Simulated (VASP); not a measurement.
Here is a VASP 6.6.1 calculation.

File INCAR:

```
ALGO = Normal ; EDIFF = 1E-7
ENCUT = 520 ; GGA = PE
ISIF = 2 ; ISMEAR = 0
LASPH = True ; LCHARG = True
LELF = True ; LREAL = False
LVHAR = True ; LWAVE = False
NBANDS = 11 ; NELM = 100
PREC = Accurate ; SIGMA = 0.1
```

Contents of KPOINTS:

```
k-points
0
Gamma
  6 6 6
```

Contents of POSCAR:

```
Ba
1.0
   -2.0720373834      2.0720373834      1.9372622525
    2.0720373834     -2.0720373834      1.9372622525
    2.0720373834      2.0720373834     -1.9372622525
Ba
1
Direct
    0.0000000000      0.0000000000      0.0000000000
```

Potentials or basis: VASP PAW PBE potentials, release 64 (Ba_sv).

Command:

```console
$ cat potpaw_PBE.64/Ba_sv/POTCAR > POTCAR
$ mpirun -np 1 vasp_std > vasp.out
```

Predict the band gap on the k mesh.

zero (band 5 reaches 5.32 eV, above the bottom of band 6 at 2.58 eV).

Estimate the pressure.

14.1 GPa.

Stress tensor (GPa, compression positive):
```
13.53  0.00  0.00
 0.00 13.53  0.00
 0.00  0.00 15.17
```

Caveat: the k points lie up to 0.37 Å⁻¹ apart; spin-orbit coupling is left out, which moves the levels of the heavy elements.
